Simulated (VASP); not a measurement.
A run of VASP 6.6.1:

Contents of INCAR:

```
ALGO = Normal ; EDIFF = 1E-7
ENCUT = 520 ; GGA = PE
ISIF = 2 ; ISMEAR = 0
LASPH = True ; LCHARG = False
LREAL = False ; LWAVE = False
NBANDS = 35 ; NELM = 100
PREC = Accurate ; SIGMA = 0.05
```

File KPOINTS:

```
k-points
0
Gamma
  6 6 8
```

The input POSCAR:

```
SnO2
1.0
    4.8265176357      0.0000000000      0.0000000000
    0.0000000000      4.8283676035      0.0000000000
    0.0000000000      0.0000000000      3.2381666599
Sn O
2 4
Direct
    0.4942114367      0.4942163840      0.4850427621
   -0.0057885633     -0.0057836160     -0.0149572379
    0.3064962475      0.3066616298      0.0000000000
    0.8064962475      0.1933383702      0.5000000000
    0.1935037525      0.8066616298      0.5000000000
    0.6935037525      0.6933383702      0.0000000000
```

Potentials or basis: VASP PAW PBE potentials, release 64 (Sn_d, O).

Launch:

```console
$ cat potpaw_PBE.64/Sn_d/POTCAR potpaw_PBE.64/O/POTCAR > POTCAR
$ mpirun -np 1 vasp_std > vasp.out
```

Hardware: 1 thread of Oxide Virtual Turin-like Processor, on a shared host.

Problem. Estimate the wall time of this run.

Solution. It took 6.3 min on 1 thread of Oxide Virtual Turin-like Processor (shared host), peak memory 0.36 GiB. Counts: scf iterations 17, k points 148.
